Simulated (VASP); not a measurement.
# Na2C in VASP: a series of runs

Na2C is run at these levels: PBE+D3(BJ); tasks: single point, relaxation of cell and atoms.

Program: VASP 6.6.1. These are calculated values, not measurements. Logs are shortened: lines on timing, memory, paths and dates and some standing lists are left out, and cuts for length are marked.

## (1) The cell of the first run

The structure is tetragonal, space group P4/mmm (No. 123). Conventional cell: a = 4.385 Å, b = 4.385 Å, c = 2.749 Å, α = 90.00°, β = 90.00°, γ = 90.00°. Within 3.4 Å of Na (site symmetry mmm) lie 4 C at 2.59 Å and 6 Na at 2.75 to 3.10 Å. Within 3.4 Å of C (site symmetry 4/mmm) lie 8 Na at 2.59 Å and 2 C at 2.75 Å.

## (2) Single point, PBE+D3(BJ)

The input, INCAR:

```
PREC = Accurate ; ENCUT = 520
EDIFF = 1E-6 ; ISMEAR = 0
SIGMA = 0.1 ; LREAL = F
LASPH = T ; NELM = 100
ALGO = Normal ; ISIF = 2
LWAVE = F ; LCHARG = F
GGA = PE ; IVDW = 12
NBANDS = 16
```

The input, KPOINTS:

```
regular mesh
0
Gamma
  10 10 18
```

The input, POSCAR:

```
Na2C
1.0
    4.3853598702      0.0000000000      0.0000000000
    0.0000000000      4.3853598702      0.0000000000
    0.0000000000      0.0000000000      2.7486524568
Na C
2 1
Direct
    0.5000000000      0.0000000000      0.4999750982
    0.0000000000      0.5000000000      0.5000249018
    0.0000000000      0.0000000000      0.0000000000
```

Potentials or basis: VASP PAW PBE potentials, release 64 (Na_pv, C).

Command:

```bash
> cat potpaw_PBE.64/Na_pv/POTCAR potpaw_PBE.64/C/POTCAR > POTCAR
> mpirun -np 1 vasp_std > vasp.out
```

OUTCAR:

```text
PREC = Accurate
   ENCUT = 520
   EDIFF = 1E-6
   ISMEAR = 0
   LREAL = F
   LASPH = T
   NELM = 100
   ISIF = 2
   GGA = PE
   IVDW = 12
 IVDW          = 12

 ion  position               nearest neighbor table
   1  0.500  0.000  0.500-
   2  0.000  0.500  0.500-
   3  0.000  0.000  0.000-

  LATTYP: Found a simple tetragonal cell.
 ALAT       =     4.3853598702
 C/A-ratio  =     0.6267792241

  Lattice vectors:

 A1 = (   4.3853598702,   0.0000000000,   0.0000000000)
 A2 = (   0.0000000000,   4.3853598702,   0.0000000000)
 A3 = (   0.0000000000,   0.0000000000,   2.7486524568)

Analysis of symmetry for initial positions (statically):
=====================================================================
 Subroutine PRICEL returns:
 Original cell was already a primitive cell.

 Routine SETGRP: Setting up the symmetry group for a
 simple tetragonal supercell.

 Subroutine GETGRP returns: Found  8 space group operations
 (whereof  8 operations were pure point group operations)
 out of a pool of 16 trial point group operations.

The static configuration has the point symmetry D_2d.

Analysis of symmetry for dynamics (positions and initial velocities):
=====================================================================
 Subroutine PRICEL returns:
 Original cell was already a primitive cell.

 Routine SETGRP: Setting up the symmetry group for a
 simple tetragonal supercell.

 Subroutine GETGRP returns: Found  8 space group operations
 (whereof  8 operations were pure point group operations)
 out of a pool of 16 trial point group operations.

The dynamic configuration has the point symmetry D_2d.

 Subroutine INISYM returns: Found  8 space group operations
 (whereof  8 operations are pure point group operations),
 and found     1 'primitive' translations

----------------------------------------------------------------------------------------

                                     Primitive cell

  volume of cell :      52.8604

  direct lattice vectors                    reciprocal lattice vectors
     4.385359870  0.000000000  0.000000000     0.228031457  0.000000000  0.000000000
     0.000000000  4.385359870  0.000000000     0.000000000  0.228031457  0.000000000
     0.000000000  0.000000000  2.748652457     0.000000000  0.000000000  0.363814639

  length of vectors
     4.385359870  4.385359870  2.748652457     0.228031457  0.228031457  0.363814639

  position of ions in fractional coordinates (direct lattice)
     0.500000000  0.000000000  0.499975098
     0.000000000  0.500000000  0.500024902
     0.000000000  0.000000000  0.000000000

  ion indices of the primitive-cell ions
   primitive index   ion index
                 1           1
                 2           2
                 3           3

----------------------------------------------------------------------------------------

 KPOINTS: regular mesh

Automatic generation of k-mesh.
 Grid dimensions read from file:
 generate k-points for:   10   10   18

 Generating k-lattice:

  Cartesian coordinates                     Fractional coordinates (reciprocal lattice)
     0.022803146  0.000000000  0.000000000     0.100000000  0.000000000  0.000000000
     0.000000000  0.022803146  0.000000000     0.000000000  0.100000000  0.000000000
     0.000000000  0.000000000  0.020211924     0.000000000  0.000000000  0.055555556

  Length of vectors
     0.022803146  0.022803146  0.020211924

  Shift w.r.t. Gamma in fractional coordinates (k-lattice)
     0.000000000  0.000000000  0.000000000

 Subroutine IBZKPT returns following result:
 ===========================================

 Found    210 irreducible k-points:

 Following reciprocal coordinates:
            Coordinates               Weight
  0.000000  0.000000  0.000000      1.000000
  0.100000  0.000000  0.000000      4.000000
  0.200000  0.000000  0.000000      4.000000
  0.300000  0.000000  0.000000      4.000000
  0.400000  0.000000  0.000000      4.000000
  0.500000  0.000000  0.000000      2.000000
[... 16 lines left out ...]
  0.100000  0.000000  0.055556      8.000000
  0.200000  0.000000  0.055556      8.000000
 [... further k-points ...]
   k-points           NKPTS =    210   k-points in BZ     NKDIM =    210   number of bands    NBANDS=     16
   number of dos      NEDOS =    301   number of ions     NIONS =      3
   total plane-waves  NPLWV =  25920
   dimension x,y,z NGX =    36 NGY =   36 NGZ =   20
   dimension x,y,z NGXF=    72 NGYF=   72 NGZF=   40
   ions per type =               2   1
   NGX,Y,Z   is equivalent  to a cutoff of  13.65, 13.65, 12.10 a.u.
   NGXF,Y,Z  is equivalent  to a cutoff of  27.29, 27.29, 24.19 a.u.
 SYSTEM =  unknown system
   PREC   = accura    normal or accurate (medium, high low for compatibility)
   ISTART =      0    job   : 0-new  1-cont  2-samecut
   ICHARG =      2    charge: 1-file 2-atom 10-const
   ISPIN  =      1    spin polarized calculation?
   LNONCOLLINEAR =      F non collinear calculations
   LSORBIT =      F    spin-orbit coupling
   LASPH  =      T    aspherical Exc in radial PAW
   ENCUT  =  520.0 eV  38.22 Ry    6.18 a.u.   8.15  8.15  5.11*2*pi/ulx,y,z
   NELM   =    100;   NELMIN=  2; NELMDL= -5     # of ELM steps
   EDIFF  = 0.1E-05   stopping-criterion for ELM
   LREAL  =      F    real-space projection
   EDIFFG = 0.1E-04   stopping-criterion for IOM
   NSW    =      0    number of steps for IOM
   IBRION =     -1    ionic relax: 0-MD 1-quasi-New 2-CG
   NFREE  =      0    steps in history (QN), initial steepest desc. (CG)
   ISIF   =      2    stress and relaxation
   ISYM   =      2    0-nonsym 1-usesym 2-fastsym
   POTIM  = 0.5000    time-step for ionic-motion
   TEBEG  =    0.0;   TEEND  =   0.0 temperature during run
   PSTRESS=    0.0 pullay stress
   NELECT =      18.0000    total number of electrons
   NUPDOWN=      -1.0000    fix difference up-down
   EMIN   =  10.00;   EMAX   =-10.00  energy-range for DOS
   EFERMI =   0.00;   METHOD = LEGACY
   ISMEAR =     0;   SIGMA  =   0.10  broadening in eV -4-tet -1-fermi 0-gaus
   EFERMI_NEDOS =   21; number of points for ismear=-14 and -15
   IALGO  =     38    algorithm
   IMIX   =      4    mixing-type and parameters
     AMIX     =   0.40;   BMIX     =  1.00
     AMIX_MAG =   1.60;   BMIX_MAG =  1.00
  volume/ion in A,a.u.               =      17.62       118.91
  Fermi-wavevector in a.u.,A,eV,Ry     =   1.143200  2.160335 17.781540  1.306906
  Thomas-Fermi vector in A             =   2.279896
   LORBIT       =      0    0 simple, 1 ext, 2 COOP (PROOUT), +10 PAW based schemes
   GGA     = PE    functional components
   LHFCALC =     F    Hartree Fock is set to
   AEXX    =    0.0000 exact exchange contribution
   IVDW    =    12    specifies the selected vdW correction
   LEPSILON=     F    determine dielectric tensor
   LRPA    =     F    only Hartree local field effects (RPA)
 non-spin polarized calculation
 Gauss-broadening in eV      SIGMA  =   0.10
  energy-cutoff  :      520.00
  volume of cell :       52.86
 maximum number of plane-waves:      1456
 NGX is ok and might be reduce to    36
   NGX = 17   NGY = 17   NGZ = 11

 number of electron      18.0000031 magnetization

 Free energy of the ion-electron system (eV)
  ---------------------------------------------------
  ext. energy  EPLUGINS =         0.00000000
  ---------------------------------------------------
  free energy    TOTEN  =        -7.83979702 eV

  energy without entropy =       -7.82755017  energy(sigma->0) =       -7.83367359

 E-fermi :   1.5523     XC(G=0):  -8.4308

 val. band max:        1.5510220016   @ k =   0.5000   0.3000   0.3889
 cond. band min:       1.5594039488   @ k =   0.4000   0.4000   0.4444
 fundamental gap:      0.0083819472
 Fermi energy:         1.5523305664

 k-point     1 :       0.0000    0.0000    0.0000
  band No.  band energies     occupation
      1     -22.0685      2.00000
      2     -22.0685      2.00000
      3     -21.8650      2.00000
      4     -21.8650      2.00000
      5     -21.8382      2.00000
      6     -21.8203      2.00000
[... 8 lines left out ...]
     15      11.0494      0.00000
     16      12.2659      0.00000

 k-point     2 :       0.1000    0.0000    0.0000
  band No.  band energies     occupation
      1     -22.0675      2.00000
      2     -22.0670      2.00000
      3     -21.8675      2.00000
      4     -21.8665      2.00000
      5     -21.8377      2.00000
      6     -21.8207      2.00000
[... 8 lines left out ...]
     15      11.5992      0.00000
     16      12.6931      0.00000

 k-point     3 :       0.2000    0.0000    0.0000
  band No.  band energies     occupation
      1     -22.0649      2.00000
      2     -22.0630      2.00000
      3     -21.8741      2.00000
      4     -21.8704      2.00000
      5     -21.8364      2.00000
      6     -21.8219      2.00000
[... 8 lines left out ...]
     15      12.5413      0.00000
     16      13.4694      0.00000

 k-point     4 :       0.3000    0.0000    0.0000
  band No.  band energies     occupation
      1     -22.0613      2.00000
      2     -22.0578      2.00000
      3     -21.8825      2.00000
      4     -21.8754      2.00000
      5     -21.8343      2.00000
      6     -21.8238      2.00000
[... 8 lines left out ...]
     15      13.4316      0.00000
     16      13.8213      0.00000
[... 324 lines left out ...]
 k-point    22 :       0.0000    0.0000    0.0556
  band No.  band energies     occupation
      1     -22.0671      2.00000
      2     -22.0671      2.00000
      3     -21.8637      2.00000
      4     -21.8637      2.00000
      5     -21.8483      2.00000
      6     -21.8294      2.00000
[... 8 lines left out ...]
     15      11.1103      0.00000
     16      12.2811      0.00000

 k-point    23 :       0.1000    0.0000    0.0556
  band No.  band energies     occupation
      1     -22.0662      2.00000
      2     -22.0657      2.00000
      3     -21.8662      2.00000
      4     -21.8652      2.00000
      5     -21.8477      2.00000
      6     -21.8298      2.00000
[... 8 lines left out ...]
     15      11.6462      0.00000
     16      12.6993      0.00000

 k-point    24 :       0.2000    0.0000    0.0556
  band No.  band energies     occupation
      1     -22.0636      2.00000
      2     -22.0617      2.00000
      3     -21.8728      2.00000
      4     -21.8690      2.00000
      5     -21.8463      2.00000
      6     -21.8311      2.00000
[... 8 lines left out ...]
     15      12.5680      0.00000
     16      13.4629      0.00000

 [... further k-points ...]

------------------------ aborting loop because EDIFF is reached ----------------------------------------

 Edisp (eV)   -0.61483

 E8    (eV) :    -0.2799

  FORCE on cell =-STRESS in cart. coord.  units (eV):
  Direction    XX          YY          ZZ          XY          YZ          ZX
  --------------------------------------------------------------------------------------
  -------------------------------------------------------------------------------------
  Total       0.01841     0.01841     0.03850     0.00000     0.00000     0.00000
  in kB       0.55797     0.55797     1.16702     0.00000     0.00000     0.00000
  external pressure =        0.76 kB  Pullay stress =        0.00 kB

 VOLUME and BASIS-vectors are now :
 -----------------------------------------------------------------------------
  energy-cutoff  :      520.00
  volume of cell :       52.86
      direct lattice vectors                 reciprocal lattice vectors
     4.385359870  0.000000000  0.000000000     0.228031457  0.000000000  0.000000000
     0.000000000  4.385359870  0.000000000     0.000000000  0.228031457  0.000000000
     0.000000000  0.000000000  2.748652457     0.000000000  0.000000000  0.363814639

 POSITION                                       TOTAL-FORCE (eV/Angst)
 -----------------------------------------------------------------------------------
      2.19268      0.00000      1.37426         0.000000      0.000000      0.000073
      0.00000      2.19268      1.37439         0.000000      0.000000     -0.000073
      0.00000      0.00000      0.00000        -0.000000      0.000000      0.000000
 -----------------------------------------------------------------------------------
    total drift:                                0.000000      0.000000     -0.000000

  FREE ENERGIE OF THE ION-ELECTRON SYSTEM (eV)
  ---------------------------------------------------
  free  energy   TOTEN  =        -8.4546233720 eV

  energy  without entropy=       -8.4423765210  energy(sigma->0) =       -8.44849995
```

Wall time 42 s (1 thread of Intel Xeon 6975P-C (Granite Rapids), shared host); peak memory 0.28 GiB.

What came out:

| Quantity | Value |
| --- | --- |
| Free energy | -8.4546 eV |
| Pressure | 0.1 GPa |
| Band gap on the k mesh | zero (band 9 reaches 2.05 eV, above the bottom of band 10 at 0.99 eV) |
| Dispersion energy per atom | -0.205 eV |

Caveat: pairwise dispersion overbinds metals, which lowers pressure and volume.

## (3) Relaxation of cell and atoms, PBE+D3(BJ)

This run uses another cell than the first one, of 17.45 Å³/atom, 0.991 times its volume.

The input, INCAR:

```
SYSTEM = Na2C
  PREC = Accurate
  ENCUT = 600
  EDIFF = 1E-6
  ISMEAR = 0
  SIGMA = 0.1
  LREAL = .FALSE.
  LASPH = .TRUE.
  NELM = 100
  ALGO = Normal
  ISIF = 3
  LWAVE = .FALSE.
  LCHARG = .FALSE.
  GGA = PE
  IVDW = 12
  IBRION = 2
  NSW = 100
  EDIFFG = -0.01
```

The input, KPOINTS:

```
Automatic mesh
0
G
  10 10 18
  0 0 0
```

The input, POSCAR:

```
Na2C
1.0
    4.4096575004      0.0000000000      0.0000000000
    0.0000000000      4.4096575004      0.0000000000
    0.0000000000      0.0000000000      2.6927200279
Na C
2 1
Direct
    0.5000000000      0.0000000000      0.5001346537
    0.0000000000      0.5000000000      0.4998653463
    0.0000000000      0.0000000000      0.0000000000
```

Potentials or basis: VASP PAW PBE potentials, release 64 (Na_pv, C).

Command:

```bash
> cat potpaw_PBE.64/Na_pv/POTCAR potpaw_PBE.64/C/POTCAR > POTCAR
> mpirun -np 1 vasp_std > vasp.out
```

Wall time 2 min (1 thread of Intel Xeon 6975P-C (Granite Rapids), shared host); peak memory 0.3 GiB.

The run converged. Its results:

- Free energy: -8.4546 eV
- Relaxed volume: 17.67 Å³/atom
- Relaxed cell: a = 4.387 Å, b = 4.387 Å, c = 2.754 Å, α = 90.00°, β = 90.00°, γ = 90.00°
- Space group after relaxing (to 0.05 Å): P4/mmm (No. 123)
- Energy gained by relaxing: 1.2 meV/atom
- Ionic steps: 5
- Pressure after relaxing: 0.0 GPa
- Band gap on the k mesh: zero (band 9 reaches 2.04 eV, above the bottom of band 10 at 0.98 eV)
- Dispersion energy per atom: -0.204 eV

Step by step:
```csv
step,energy change (eV),largest force (eV/Å),pressure (GPa),volume (Å³)
1,0.0000,0.0004,0.24,52.36
2,-0.0014,0.0004,0.14,52.56
3,-0.0034,0.0003,-0.14,53.16
4,-0.0034,0.0003,-0.20,53.23
5,-0.0037,0.0003,-0.03,53.00
```

Final structure:
```cif
data_structure
_symmetry_space_group_name_H-M 'P 1'
_symmetry_Int_Tables_number 1
_cell_length_a 4.3873
_cell_length_b 4.3873
_cell_length_c 2.7536
_cell_angle_alpha 90.000
_cell_angle_beta 90.000
_cell_angle_gamma 90.000
_cell_volume 53.00
loop_
_atom_site_label
_atom_site_type_symbol
_atom_site_fract_x
_atom_site_fract_y
_atom_site_fract_z
_atom_site_occupancy
Na1 Na 0.50000 0.00000 0.50009 1
Na2 Na 0.00000 0.50000 0.49991 1
C1 C 0.00000 0.00000 0.00000 1
```

Levels at points of the mesh, in eV from the Fermi level:
| k point | band 5 | band 6 | band 7 | band 8 | band 9 | band 10 | band 11 | band 12 | band 13 |
| --- | --- | --- | --- | --- | --- | --- | --- | --- | --- |
| (0.00, 0.00, 0.00) | -23.39 | -23.37 | -9.45 | -0.72 | -0.72 | 0.01 | 3.37 | 6.20 | 8.04 |
| (0.50, 0.00, 0.00) | -23.38 | -23.38 | -9.16 | -2.70 | -0.55 | 2.76 | 3.35 | 3.90 | 5.83 |
| (0.50, 0.50, 0.00) | -23.38 | -23.36 | -8.91 | -1.99 | -1.99 | 0.68 | 3.33 | 6.78 | 6.78 |
| (0.00, 0.00, 0.50) | -23.37 | -23.37 | -7.30 | -2.38 | 0.50 | 0.50 | 4.37 | 5.07 | 8.90 |
| (0.50, 0.00, 0.50) | -23.39 | -23.39 | -7.26 | -2.08 | -0.23 | 0.63 | 4.34 | 6.25 | 7.36 |
| (0.50, 0.50, 0.50) | -23.46 | -23.33 | -7.24 | -1.84 | 0.12 | 0.12 | 4.65 | 5.66 | 6.97 |

Caveat: pairwise dispersion overbinds metals, which lowers pressure and volume.
